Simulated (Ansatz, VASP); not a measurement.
## One calculation of Cd, two programs

```xyz
1
Lattice="0.0000 2.1072 2.2181 2.1072 0.0000 2.2181 2.1072 2.1072 0.0000" Properties=species:S:1:pos:R:3 pbc="T T T"
Cd    0.0000    0.0000    0.0000
```

Change from the starting cell: strain -0.050 along x and y, +0.000 along z, atoms carried along.

Alike in both runs: task single point; functional r2SCAN; k mesh 18 × 18 × 18; occupations gaussian, width 0.15 eV; no spin polarisation.

|  | VASP | Ansatz |
| --- | --- | --- |
| version | VASP 6.6.1 | Ansatz 0.2.0 |
| potentials or method | VASP PAW PBE potentials, release 64 (Cd), cutoff 520 eV | scalar-relativistic, plane waves, PAW |
| valence electrons in the cell | 12 | 20 |

Ansatz gave:

| Property | Result |
| --- | --- |
| gap on the k mesh at the Fermi level (eV) | none |
| pressure (GPa) | 6.9 |
| traceless stress, the component that is largest in VASP (GPa) | -2.17 |

Q: What did VASP give for the same quantities?

A: gap on the k mesh at the Fermi level (eV): none; pressure (GPa): 7.5; traceless stress, the component that is largest in VASP (GPa): -2.20.

VASP's potentials were made for PBE, not for r2SCAN. A gap of «none» marks a metal or a gap that the smearing closes. The functional is the same, so the differences come from potentials, cutoffs and numerics. VASP's potentials hold 12 valence electrons a cell and Ansatz's 20, so a difference there can come from the potentials and not from the codes.
